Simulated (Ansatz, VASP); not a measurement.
# Eu in VASP and in Ansatz

The input INCAR:

```
ALGO     = Normal         # electronic algorithm
EDIFF    = 1E-6           # SCF threshold, eV
EDIFFG   = -0.005         # ionic threshold
ENCUT    = 600            # plane-wave cutoff, eV
GGA      = PE             # functional
IBRION   = 2              # ionic algorithm
ISIF     = 3              # what is computed and relaxed
ISMEAR   = -1             # smearing method
ISPIN    = 2              # spin polarisation
LASPH    = T              # aspherical terms in the spheres
LCHARG   = F              # write CHGCAR
LMAXMIX  = 6              # l up to which the mixer works
LORBIT   = 11             # projections on sites
LREAL    = F              # projectors in reciprocal space
LWAVE    = F              # write WAVECAR
MAGMOM   = 7              # initial moments
NELM     = 150            # most SCF steps
NSW      = 100            # ionic steps
PREC     = Accurate       # precision mode
SIGMA    = 0.05           # smearing width, eV
```

The input KPOINTS:

```
k-points
0
Gamma
  11 11 11
```

Contents of POSCAR:

```
Eu
1.0
    3.2195088072      0.0000000000      0.0000000000
    0.0000000000      3.2195088072      0.0000000000
    0.0000000000      0.0000000000      3.2195088072
Eu
1
Direct
    0.0000000000      0.0000000000      0.0000000000
```

Input for Ansatz:

```yaml
crystal:
  lattice:
    - [3.2195088072, 0.0, 0.0]
    - [0.0, 3.2195088072, 0.0]
    - [0.0, 0.0, 3.2195088072]
  atoms:
    - { symbol: Eu, position: [0.0, 0.0, 0.0], spin: 7.0 }
magnetization:
  spin_polarized: true
kpoints:
  mp_grid: { grid: [11, 11, 11] }
scf:
  occupations: { method: fermi_dirac, width: 0.05 }
hamiltonian:
  xc: pbe
  pseudopotentials: { kind: paw }
output:
  forces: true
  stress: true
relax:
  f_tol: 0.005
  max_steps: 80
  cell: {}
```

Alike in both runs: task relaxation of cell and atoms; functional PBE; k mesh 11 × 11 × 11; occupations fermi-dirac, width 0.05 eV; collinear spin.

```csv
,VASP,Ansatz
version,VASP 6.6.1,Ansatz 0.2.0
potentials or method,"VASP PAW PBE potentials, release 64 (Eu)","PAW with Ansatz's default frozen-core files, scalar-relativistic"
plane-wave cutoff (eV),600,420
valence electrons in the cell,17,17
```

|  | VASP | Ansatz | Ansatz less VASP |
| --- | --- | --- | --- |
| net moment per atom (μB) | 7.18 | 7.18 | +0.009 |
| size of the moment on the site where the two differ most (μB) | 6.69 | 6.98 | +0.292 |
| relaxed volume (Å³/atom) | 41.66 | 42.62 | +0.954 |
| relaxed cell length with the largest relative difference (Å) | 3.467 | 3.493 | +0.0263 |

Site moments also hang on the region over which each program counts them.

Spin-orbit coupling is off throughout. Noted on VASP's run: the volume moved by over 15 % at a fixed basis, so the end points are rough.
